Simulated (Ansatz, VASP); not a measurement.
GaP: VASP beside Ansatz

Contents of INCAR:

```
SYSTEM = GaP
ALGO     = Normal         ! electronic algorithm
EDIFF    = 1E-6           ! SCF threshold, eV
ENCUT    = 520            ! plane-wave cutoff, eV
GGA      = PE             ! functional
ISIF     = 2              ! what is computed and relaxed
ISMEAR   = 0              ! smearing method
LASPH    = .True.         ! aspherical terms in the spheres
LCHARG   = .True.         ! write CHGCAR
LELF     = .True.         ! ELF
LREAL    = .False.        ! projectors in reciprocal space
LVHAR    = .True.       
LWAVE    = .False.        ! write WAVECAR
NBANDS   = 16             ! bands
NELM     = 100            ! most SCF steps
PREC     = Accurate       ! precision mode
SIGMA    = 0.05           ! smearing width, eV
```

The input KPOINTS:

```
k-points
0
Gamma
  10 10 10
  0 0 0
```

Contents of POSCAR:

```
GaP
1.0
    0.0000000000      2.9791659072      2.7495762872
    2.7495762872      0.0000000000      2.7495762872
    2.7495762872      2.9791659072      0.0000000000
Ga P
1 1
Direct
    0.0000000000      0.0000000000      0.0000000000
    0.7500000000      0.7500000000      0.7500000000
```

Input for Ansatz:

```yaml
crystal:
  lattice:
    - [0.0, 2.9791659072, 2.7495762872]
    - [2.7495762872, 0.0, 2.7495762872]
    - [2.7495762872, 2.9791659072, 0.0]
  atoms:
    - { symbol: Ga, position: [0.0, 0.0, 0.0] }
    - { symbol: P, position: [0.75, 0.75, 0.75] }
basis:
  ecutwfc: 420
kpoints:
  mp_grid: { grid: [10, 10, 10] }
hamiltonian:
  xc: pbe
scf:
  occupations: { method: gaussian, width: 0.05 }
output:
  forces: true
  stress: true
  eigenvalues: true
```

Alike in both runs: task single point; functional PBE; k mesh 10 × 10 × 10; occupations gaussian, width 0.05 eV; no spin polarisation.

|  | VASP | Ansatz |
| --- | --- | --- |
| version | VASP 6.6.1 | Ansatz 0.2.0 |
| potentials or method | VASP PAW PBE potentials, release 64 (Ga_d, P), cutoff 520 eV | scalar-relativistic, plane waves, PAW |
| valence electrons in the cell | 18 | 18 |

|  | VASP | Ansatz | Ansatz less VASP |
| --- | --- | --- | --- |
| gap on the k mesh at the Fermi level (eV) | 0.75 | 0.76 | +0.004 |
| least direct gap on the mesh (eV) | 0.75 | 0.76 | +0.004 |
| pressure (GPa) | -5.0 | -5.0 | +0.03 |
| traceless stress, the component that is largest in VASP (GPa) | -4.23 | -4.23 | +0.001 |

With one functional, cell and mesh, what is left measures potentials, basis and numerics.
